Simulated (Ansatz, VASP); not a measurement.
KZnF3 in VASP and in Ansatz

INCAR

```
ALGO = Normal
EDIFF = 1E-7
ENCUT = 520
GGA = PE
ISIF = 2
ISMEAR = 0
LASPH = True
LCHARG = False
LREAL = False
LWAVE = False
NBANDS = 29
NELM = 60
PREC = Accurate
SIGMA = 0.05
```

File KPOINTS:

```
k-points
0
Gamma
  6 6 6
```

Contents of POSCAR:

```
KZnF3
1.0
    3.8475000000      0.0000000000      0.0000000000
    0.0000000000      3.8475000000      0.0000000000
    0.0000000000      0.0000000000      4.0500000000
K Zn F
1 1 3
Direct
    0.0000000000      0.0000000000      0.0000000000
    0.5000000000      0.5000000000      0.5000000000
    0.5000000000      0.5000000000      0.0000000000
    0.0000000000      0.5000000000      0.5000000000
    0.5000000000      0.0000000000      0.5000000000
```

Input for Ansatz:

```yaml
crystal:
  lattice:
    - [3.8475, 0.0, 0.0]
    - [0.0, 3.8475, 0.0]
    - [0.0, 0.0, 4.05]
  atoms:
    - { symbol: K, position: [0.0, 0.0, 0.0] }
    - { symbol: Zn, position: [0.5, 0.5, 0.5] }
    - { symbol: F, position: [0.5, 0.5, 0.0] }
    - { symbol: F, position: [0.0, 0.5, 0.5] }
    - { symbol: F, position: [0.5, 0.0, 0.5] }
basis:
  ecutwfc: 420
kpoints:
  mp_grid: { grid: [6, 6, 6] }
hamiltonian:
  xc: pbe
scf:
  occupations: { method: gaussian, width: 0.05 }
output:
  forces: true
  stress: true
  eigenvalues: true
```

Change from the starting cell: strain -0.050 along x and y, +0.000 along z, atoms carried along.

Alike in both runs: task single point; functional PBE; k mesh 6 × 6 × 6; occupations gaussian, width 0.05 eV; no spin polarisation.

|  | VASP | Ansatz |
| --- | --- | --- |
| version | VASP 6.6.1 | Ansatz 0.2.0 |
| potentials or method | VASP PAW PBE potentials, release 64 (K_sv, Zn, F), cutoff 520 eV | scalar-relativistic, plane waves, PAW |
| valence electrons in the cell | 42 | 42 |

Ansatz gave:

| Item | Value |
| --- | --- |
| gap on the k mesh at the Fermi level (eV) | 3.96 |
| least direct gap on the mesh (eV) | 6.57 |
| pressure (GPa) | 16.6 |
| traceless stress, the component that is largest in VASP (GPa) | -4.79 |

Question: Which values does VASP return?

Answer: gap on the k mesh at the Fermi level (eV): 3.88; least direct gap on the mesh (eV): 6.53; pressure (GPa): 17.4; traceless stress, the component that is largest in VASP (GPa): -5.06.

With one functional, cell and mesh, what is left measures potentials, basis and numerics.
